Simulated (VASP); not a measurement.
# In4Sb: single point with PBE

In4Sb:

```
CELL_PARAMETERS angstrom
-3.54498 3.54498 3.54498
3.54498 -3.54498 3.54498
3.54498 3.54498 -3.54498
ATOMIC_POSITIONS crystal
In 0.50000 0.50000 0.50000
In 0.50000 0.00000 0.00000
In 0.00000 0.00000 0.50000
In 0.00000 0.50000 0.00000
Sb 0.00000 0.00000 0.00000
```

The cell was built from a structure type or drawn by symmetry, and may not be a known phase.

- Program: VASP 6.6.1
- Task: single point
- Functional: PBE
- Potentials or basis: VASP PAW PBE potentials, release 64 (In_d, Sb)
- Cutoff: 520 eV
- k mesh: 8 × 8 × 8
- Occupations: gaussian, width 0.1 eV
- Spin: no spin polarisation

The pressure is 0.1 GPa and the band gap on the k mesh is zero (an odd number of electrons rules out a gap without spin polarisation).

Levels at points of the mesh, in eV from the Fermi level:
| k point | band 27 | band 28 | band 29 | band 30 | band 31 | band 32 |
| --- | --- | --- | --- | --- | --- | --- |
| (0.00, 0.00, 0.00) | -3.29 | -3.29 | -0.30 | -0.30 | -0.30 | 3.21 |
| (0.50, 0.00, 0.00) | 0.00 | 0.24 | 0.52 | 0.92 | 1.19 | 1.85 |
| (0.50, 0.50, 0.50) | -1.04 | 0.80 | 0.80 | 0.80 | 1.25 | 1.25 |

Wall time 3.3 min on 1 thread of Intel(R) Xeon(R) Platinum 8488C (Sapphire Rapids) (shared host), peak memory 0.4 GiB.

Caveat: spin-orbit coupling is left out, which moves the levels of the heavy elements.
